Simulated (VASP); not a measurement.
Input of a VASP 6.6.1 run:

The input INCAR:

```
PREC     = Accurate       # precision mode
ENCUT    = 520            # plane-wave cutoff, eV
EDIFF    = 1E-6           # SCF threshold, eV
ISMEAR   = 0              # smearing method
SIGMA    = 0.1            # smearing width, eV
LREAL    = False          # projectors in reciprocal space
LASPH    = True           # aspherical terms in the spheres
NELM     = 80             # most SCF steps
ALGO     = Normal         # electronic algorithm
ISIF     = 2              # what is computed and relaxed
LWAVE    = False          # write WAVECAR
LCHARG   = False          # write CHGCAR
GGA      = PE             # functional
NBANDS   = 27             # bands
```

The input KPOINTS:

```
Automatic mesh
0
Gamma
  8 8 8
```

Contents of POSCAR:

```
SnSe4
1.0
    5.1185979675      0.0000000000      0.0000000000
    0.0000000000      5.1185979675      0.0000000000
    0.0000000000      0.0000000000      5.1185979675
Sn Se
1 4
Direct
    0.0000000000      0.0000000000      0.0000000000
    0.2943896070      0.2943896070      0.2943896070
    0.7056103930      0.7056103930      0.2943896070
    0.2943896070      0.7056103930      0.7056103930
    0.7056103930      0.2943896070      0.7056103930
```

Potentials or basis: VASP PAW PBE potentials, release 64 (Sn_d, Se).

Run with:

```sh
$ cat potpaw_PBE.64/Sn_d/POTCAR potpaw_PBE.64/Se/POTCAR > POTCAR
$ mpirun -np 1 vasp_std > vasp.out
```

(1) What does it give for the pressure?

(2) What does it give for the largest force?

Answers

(1) 0.0 GPa.

(2) 0.009 eV/Å.
